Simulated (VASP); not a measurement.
# MnO2 (P-3m1) in VASP: vibrations by perturbation theory with PBEsol

Aim: the vibrations by perturbation theory of MnO2 with PBEsol.

Everything below comes from runs of VASP 6.6.1. Logs are shortened: lines on timing, memory, paths and dates and some standing lists are left out, and cuts for length are marked.

## Step 1: The cell of the first run

Symmetry: P-3m1, No. 164, trigonal system. The conventional cell has a = 2.857 Å, b = 2.857 Å, c = 4.601 Å, α = 90.00°, β = 90.00°, γ = 120.00°. Within 2.5 Å of Mn (site symmetry -3m) lie 6 O at 1.90 Å. O (site symmetry 3m) has 3 Mn at 1.90 Å and 3 O at 2.51 Å within 2.6 Å.

## Step 2: Vibrations by perturbation theory, PBEsol, collinear spin, ferromagnetic start

File INCAR:

```
  PREC = Accurate
  ENCUT = 520
  EDIFF = 1E-8
  ISMEAR = 0
  SIGMA = 0.01
  LREAL = F
  LASPH = T
  NELM = 150
  ALGO = Normal
  ISIF = 2
  LWAVE = F
  LCHARG = T
  ISPIN = 2
  MAGMOM = 4 0 0
  LORBIT = 11
  LMAXMIX = 4
  GGA = PS
  NBANDS = 24
  IBRION = 8
  NSW = 1
  LEPSILON = T
```

File KPOINTS:

```
Automatic mesh
0
Gamma
  8 8 5
```

File POSCAR:

```
MnO2
1.0
    2.8565781804      0.0000000000      0.0000000000
   -1.4282890902      2.4738692722      0.0000000000
    0.0000000000      0.0000000000      4.6013740589
Mn O
1 2
Direct
    0.0000000000      0.0000000000      0.5000000000
    0.3333333333      0.6666666667      0.7062925700
    0.6666666667      0.3333333333      0.2937074300
```

Potentials or basis: VASP PAW PBE potentials, release 64 (Mn_pv, O).

Command:

```sh
cat potpaw_PBE.64/Mn_pv/POTCAR potpaw_PBE.64/O/POTCAR > POTCAR
mpirun -np 1 vasp_std > vasp.out
```

OUTCAR:

```text
PREC = Accurate
   ENCUT = 520
   EDIFF = 1E-8
   ISMEAR = 0
   LREAL = F
   LASPH = T
   NELM = 150
   ISIF = 2
   ISPIN = 2
   LORBIT = 11
   GGA = PS
   IBRION = 8
   NSW = 1
   LEPSILON = T

 ion  position               nearest neighbor table
   1  0.000  0.000  0.500-   2 1.90   3 1.90   3 1.90   2 1.90   3 1.90   2 1.90
   2  0.333  0.667  0.706-   1 1.90   1 1.90   1 1.90
   3  0.667  0.333  0.294-   1 1.90   1 1.90   1 1.90

  LATTYP: Found a hexagonal cell.
 ALAT       =     2.8565781804
 C/A-ratio  =     1.6107992739

  Lattice vectors:

 A1 = (   2.8565781804,   0.0000000000,   0.0000000000)
 A2 = (  -1.4282890902,   2.4738692722,   0.0000000000)
 A3 = (   0.0000000000,   0.0000000000,   4.6013740589)

Analysis of symmetry for initial positions (statically):
=====================================================================
 Subroutine PRICEL returns:
 Original cell was already a primitive cell.

 Routine SETGRP: Setting up the symmetry group for a
 hexagonal supercell.

 Subroutine GETGRP returns: Found 12 space group operations
 (whereof 12 operations were pure point group operations)
 out of a pool of 24 trial point group operations.

The static configuration has the point symmetry D_3d.

Analysis of symmetry for dynamics (positions and initial velocities):
=====================================================================
 Subroutine PRICEL returns:
 Original cell was already a primitive cell.

 Routine SETGRP: Setting up the symmetry group for a
 hexagonal supercell.

 Subroutine GETGRP returns: Found 12 space group operations
 (whereof 12 operations were pure point group operations)
 out of a pool of 24 trial point group operations.

The dynamic configuration has the point symmetry D_3d.

Analysis of structural, dynamic, and magnetic symmetry:
=====================================================================
 Subroutine PRICEL returns:
 Original cell was already a primitive cell.

 Routine SETGRP: Setting up the symmetry group for a
 hexagonal supercell.

 Subroutine GETGRP returns: Found 12 space group operations
 (whereof 12 operations were pure point group operations)
 out of a pool of 24 trial point group operations.

The overall configuration has the point symmetry D_3d.

 Subroutine INISYM returns: Found 12 space group operations
 (whereof 12 operations are pure point group operations),
 and found     1 'primitive' translations

----------------------------------------------------------------------------------------

                                     Primitive cell

  volume of cell :      32.5170

  direct lattice vectors                    reciprocal lattice vectors
     2.856578180  0.000000000  0.000000000     0.350069187  0.202112539  0.000000000
    -1.428289090  2.473869272  0.000000000     0.000000000  0.404225078  0.000000000
     0.000000000  0.000000000  4.601374059     0.000000000  0.000000000  0.217326387

  length of vectors
     2.856578180  2.856578180  4.601374059     0.404225078  0.404225078  0.217326387

  position of ions in fractional coordinates (direct lattice)
     0.000000000  0.000000000  0.500000000
     0.333333333  0.666666667  0.706292570
     0.666666667  0.333333333  0.293707430

  ion indices of the primitive-cell ions
   primitive index   ion index
                 1           1
                 2           2
                 3           3

----------------------------------------------------------------------------------------

 KPOINTS: Automatic mesh

Automatic generation of k-mesh.
 Grid dimensions read from file:
 generate k-points for:    8    8    5

 Generating k-lattice:

  Cartesian coordinates                     Fractional coordinates (reciprocal lattice)
[... 1463 lines left out ...]
------------------------ aborting loop because EDIFF is reached ----------------------------------------

--------------------------------------- Ionic step        3  -------------------------------------------

------------------------ aborting loop because EDIFF is reached ----------------------------------------

 PIEZOELECTRIC TENSOR FIELD DIRECTION 3  (e Angst)
 -----------------------------------------------------------------------------
     0.00195  0.00000  0.00000           (  0.00002  0.00000  0.00000)
     0.00000  0.00195  0.00000           (  0.00000  0.00002  0.00000)
    -0.00000  0.00000 -0.00124           (  0.00000  0.00000 -0.00001)

 PIEZOELECTRIC TENSOR FIELD DIRECTION 3  (C/m^2)
 -----------------------------------------------------------------------------
     0.00096  0.00000  0.00000
     0.00000  0.00096  0.00000
    -0.00000  0.00000 -0.00061

--------------------------------------- Ionic step        4  -------------------------------------------

------------------------ aborting loop because EDIFF is reached ----------------------------------------

[... ionic steps 5 to 5 ...]

--------------------------------------- Ionic step        6  -------------------------------------------

------------------------ aborting loop because EDIFF is reached ----------------------------------------

--------------------------------------- Ionic step        7  -------------------------------------------

------------------------ aborting loop because EDIFF is reached ----------------------------------------

[... ionic steps 8 to 8 ...]

--------------------------------------- Ionic step        9  -------------------------------------------

 Free energy of the ion-electron system (eV)
  ---------------------------------------------------
  ---------------------------------------------------
  free energy    TOTEN  =        -0.37978414 eV

  energy without entropy =       -0.37978414

------------------------ aborting loop because EDIFF is reached ----------------------------------------

 INTERNAL STRAIN TENSOR  FOR ION    2  DIRECTION 3   (eV/Angst):
 -----------------------------------------------------------------------------
   -12.61692  0.00000 -0.00000
     0.00000-12.61692  0.00000
     0.00000  0.00000-17.89513

 MACROSCOPIC STATIC DIELECTRIC TENSOR (including local field effects in DFT)
 ------------------------------------------------------
          10.173150    -0.000000     0.000000
          -0.000000    10.173150     0.000000
          -0.000000     0.000000     3.196335
 ------------------------------------------------------

 PIEZOELECTRIC TENSOR (including local field effects)  for field in x, y, z        (e  Angst)
          XX          YY          ZZ          XY          YZ          ZX
  --------------------------------------------------------------------------------
  x     0.00000     0.00000     0.00000     0.00000     0.00000     0.00000
  y     0.00000     0.00000     0.00000     0.00000     0.00000     0.00000
  z     0.00000     0.00000     0.00000     0.00000     0.00000     0.00000

 PIEZOELECTRIC TENSOR (including local field effects)  for field in x, y, z        (C/m^2)
          XX          YY          ZZ          XY          YZ          ZX
  --------------------------------------------------------------------------------
  x     0.00000     0.00000     0.00000     0.00000     0.00000     0.00000
  y     0.00000     0.00000     0.00000     0.00000     0.00000     0.00000
  z     0.00000     0.00000     0.00000     0.00000     0.00000     0.00000

 BORN EFFECTIVE CHARGES (including local field effects) (in |e|, cummulative output)
 ---------------------------------------------------------------------------------
 ion    1
    1     6.01499     0.00000     0.00000
    2     0.00000     6.01499    -0.00000
    3     0.00000     0.00000     1.18224
 ion    2
    1    -3.00749     0.00000     0.00000
    2     0.00000    -3.00749     0.00000
    3     0.00000    -0.00000    -0.59112
 ion    3
    1    -3.00749     0.00000     0.00000
    2     0.00000    -3.00749     0.00000
    3    -0.00000    -0.00000    -0.59112

 INTERNAL STRAIN TENSOR FOR ION    3 for displacements in x,y,z  (eV/Angst):
          X           Y           Z          XY          YZ          ZX
  --------------------------------------------------------------------------------
  x     0.00000     0.00000     0.00000    -3.80954     0.00000    14.96398
  y    -3.80954     3.80954    -0.00000     0.00000    13.27437     0.00000
  z    12.61692    12.61692    17.89513     0.00000     0.00000     0.00000

 SECOND DERIVATIVES (NOT SYMMETRIZED)
 ------------------------------------
               1X          1Y          1Z          2X          2Y          2Z          3X          3Y          3Z
  1X   -12.954379    0.000000    0.000000    6.477189    0.000000    0.000000    6.477189    0.000000    0.000000
  1Y     0.000000  -12.954379    0.000000    0.000000    6.477189    0.000000    0.000000    6.477189    0.000000
  1Z     0.000000    0.000000  -25.689934    0.000000    0.000000   12.844967    0.000000    0.000000   12.844967
  2X     6.493575    0.000000    0.000000  -10.786497    0.000000    0.000000    4.292922    0.000000    0.000000
  2Y     0.000000    6.493575    0.000000   -0.000000  -10.786497    0.000000    0.000000    4.292922   -0.000000
  2Z     0.000000   -0.000000   12.880952   -0.000000    0.000000  -16.189863    0.000000   -0.000000    3.308911
  3X     6.493575    0.000000    0.000000    4.292922    0.000000    0.000000  -10.786497    0.000000    0.000000
  3Y     0.000000    6.493575    0.000000    0.000000    4.292922   -0.000000   -0.000000  -10.786497    0.000000
  3Z     0.000000   -0.000000   12.880952    0.000000   -0.000000    3.308911   -0.000000    0.000000  -16.189863

 Eigenvectors and eigenvalues of the dynamical matrix
 ----------------------------------------------------

   1 f  =   17.636395 THz   110.812737 2PiTHz  588.286807 cm-1    72.938235 meV
             X         Y         Z           dx          dy          dz
      0.000000  0.000000  2.300687     0.000000    0.000000   -0.606158
     -0.000000  1.649246  3.249916     0.000000    0.000000    0.562393
      1.428289  0.824623  1.351458    -0.000000   -0.000000    0.562393
[... 43 lines left out ...]
   9 f/i=    0.011893 THz     0.074727 2PiTHz    0.396715 cm-1     0.049186 meV
             X         Y         Z           dx          dy          dz
      0.000000  0.000000  2.300687    -0.000000    0.000000   -0.795344
     -0.000000  1.649246  3.249916    -0.000000    0.000000   -0.428619
      1.428289  0.824623  1.351458    -0.000000    0.000000   -0.428619

--------------------------------------------------------------------------------------------------------

 MACROSCOPIC STATIC DIELECTRIC TENSOR IONIC CONTRIBUTION
 ------------------------------------------------------
          15.528935    -0.000000     0.000000
          -0.000000    15.528935     0.000000
           0.000000     0.000000     0.302480
 ------------------------------------------------------

 ELASTIC MODULI CONTR FROM IONIC RELAXATION (kBar)
 Direction    XX          YY          ZZ          XY          YZ          ZX
 --------------------------------------------------------------------------------
 XX        -899.3469   -709.6673  -1141.0673      0.0000    330.4701     -0.0000
 YY        -709.6673   -899.3469  -1141.0673     -0.0000   -330.4701      0.0000
 ZZ       -1141.0673  -1141.0673  -1618.4251     -0.0000     -0.0000      0.0000
 XY           0.0000     -0.0000     -0.0000    -94.8398     -0.0000    372.5335
 YZ         330.4701   -330.4701     -0.0000     -0.0000  -1151.5257      0.0000
 ZX          -0.0000      0.0000      0.0000    372.5335      0.0000  -1463.3225
 --------------------------------------------------------------------------------

 PIEZOELECTRIC TENSOR IONIC CONTR  for field in x, y, z        (C/m^2)
          XX          YY          ZZ          XY          YZ          ZX
  --------------------------------------------------------------------------------
  x     0.00000    -0.00000    -0.00000     0.00000    -0.00000    -0.00000
  y    -0.00000     0.00000    -0.00000    -0.00000     0.00000     0.00000
  z    -0.00000     0.00000    -0.00000     0.00000    -0.00000    -0.00000

 total charge

# of ion       s       p       d       tot
------------------------------------------
    1        0.361   6.476   4.936  11.772
    2        1.577   3.398   0.000   4.975
    3        1.577   3.398   0.000   4.975
--------------------------------------------------
tot          3.515  13.271   4.936  21.723

 magnetization (x)

# of ion       s       p       d       tot
------------------------------------------
    1        0.031   0.040   2.766   2.836
    2        0.004   0.037   0.000   0.041
    3        0.004   0.037   0.000   0.041
--------------------------------------------------
tot          0.038   0.115   2.766   2.919
```

It took 12 min on 1 thread of Intel Xeon 6975P-C (Granite Rapids), shared host; peak memory 0.58 GiB.

What came out:

```yaml
Net_moment: 3.00 μB per cell
Site_moments: Mn +2.84; O +0.04 μB
Valence_electrons_inside_the_program's_atomic_spheres: Mn 11.77; O 4.97
Electronic_dielectric_tensor_diagonal: 10.17, 10.17, 3.20
Born_charges_mean_of_the_diagonal: Mn +4.40; O -2.20 e
Highest_phonon_frequency_at_Γ_LO-TO_splitting_left_out: 588 cm⁻¹
```

Phonon frequencies in cm⁻¹ (negative: imaginary):
```tsv
q point	frequencies
(0.000, 0.000, 0.000)	0 0 0 418 418 506 506 576 588
```

Electronic dielectric tensor:
```
10.17  0.00  0.00
 0.00 10.17  0.00
 0.00  0.00  3.20
```

Born effective charge tensors (e):
atom 1, Mn
```
6.01 0.00 0.00
0.00 6.01 0.00
0.00 0.00 1.18
```
atom 2, O
```
-3.01  0.00  0.00
 0.00 -3.01  0.00
 0.00  0.00 -0.59
```
atom 3, O
```
-3.01  0.00  0.00
 0.00 -3.01  0.00
 0.00  0.00 -0.59
```

Caveat: the cell stands under pressure or tension, which shifts response properties; a cell with one magnetic atom can't hold antiferromagnetic order, which such compounds often take.
